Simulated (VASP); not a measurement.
Here is a VASP 6.6.1 calculation.

File INCAR:

```
SYSTEM = Al
PREC = Accurate
ENCUT = 520
EDIFF = 1E-6
ISMEAR = 0
SIGMA = 0.15
LREAL = .False.
LASPH = .True.
NELM = 100
ALGO = Fast
ISIF = 2
LWAVE = .False.
LCHARG = .False.
GGA = PS
NBANDS = 14
```

Contents of KPOINTS:

```
regular mesh
0
Gamma
  16 16 5
  0 0 0
```

File POSCAR:

```
Al
1.0
   -1.6063180831      1.6063180831     -1.6063180831
   -1.6063180831     -1.6063180831      1.6063180831
   -1.1244226582      6.2646405243      6.5859041409
Al
4
Direct
   -0.2625000000     -0.3500000000      0.8750000000
    0.4625000000      0.4500000000      0.1250000000
   -0.1125000000     -0.1500000000      0.3750000000
    0.3125000000      0.2500000000      0.6250000000
```

Potentials or basis: VASP PAW PBE potentials, release 64 (Al).

Run with:

```sh
$ cat potpaw_PBE.64/Al/POTCAR > POTCAR
$ mpirun -np 1 vasp_std > vasp.out
```

Task: Estimate the pressure.

Result: 3.6 GPa.

Task: What does it give for the band gap on the k mesh?

Result: Zero (bands 6 and 7 overlap by 6.58 eV).

Task: Estimate the largest force.

Result: 2.091 eV/Å.

Forces on the atoms (eV/Å):
```
Al  -0.549 -1.195 -1.626
Al   0.549  1.195  1.626
Al  -0.020 -0.050 -0.048
Al   0.020  0.050  0.048
```

Caveat: the cell stands under pressure; the PAW data sets were made with another functional, which shifts forces and pressure a little.
